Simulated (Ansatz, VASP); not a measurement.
**As in VASP and in Ansatz**

The input INCAR:

```
PREC = Accurate
ENCUT = 520
EDIFF = 1E-6
ISMEAR = 0
SIGMA = 0.02
LREAL = F
LASPH = T
NELM = 80
ALGO = Normal
ISIF = 2
LWAVE = F
LCHARG = T
LDIPOL = T
IDIPOL = 3
DIPOL = 0.5 0.5 0.500
GGA = PE
IVDW = 12
LELF = T
LVHAR = T
LVACPOTAV = T
NBANDS = 12
```

KPOINTS

```
Automatic mesh
0
Gamma
  9 9 1
```

Contents of POSCAR:

```
As
1.0
    3.4060000000      0.0000000000      0.0000000000
   -1.7030000000      2.9496825253      0.0000000000
    0.0000000000      0.0000000000     28.5742413766
As
2
Direct
    0.3333333333      0.6666666667      0.4895185319
    0.6666666667      0.3333333333      0.5104814681
```

Input for Ansatz:

```yaml
crystal:
  lattice:
    - [3.406, 0.0, 0.0]
    - [-1.703, 2.9496825253, 0.0]
    - [0.0, 0.0, 28.5742413766]
  atoms:
    - { symbol: As, position: [0.3333333333, 0.6666666667, 0.4895185319] }
    - { symbol: As, position: [0.6666666667, 0.3333333333, 0.5104814681] }
  periodic: [true, true, false]
basis:
  ecutwfc: 420
kpoints:
  mp_grid: { grid: [9, 9, 1] }
hamiltonian:
  xc: pbe
  dispersion: d3bj
scf:
  occupations: { method: gaussian, width: 0.02 }
output:
  forces: true
  stress: true
  eigenvalues: true
```

Alike in both runs: task single point; functional PBE; dispersion D3(BJ); k mesh 9 × 9 × 1; occupations gaussian, width 0.02 eV; no spin polarisation.

```csv
,VASP,Ansatz
version,VASP 6.6.1,Ansatz 0.2.0
potentials or method,"VASP PAW PBE potentials, release 64 (As), cutoff 520 eV","scalar-relativistic, plane waves, PAW"
valence electrons in the cell,10,30
```

```tsv
	VASP	Ansatz	Ansatz less VASP
rms of the force components (eV/Å)	4.707	4.635	-0.0714
work function, face that differs most (eV)	3.76	3.76	0.000
```

Atom by atom the forces differ by 0.071 eV/Å (rms over components). VASP's potentials hold 10 valence electrons a cell and Ansatz's 30, so a difference there can come from the potentials and not from the codes.
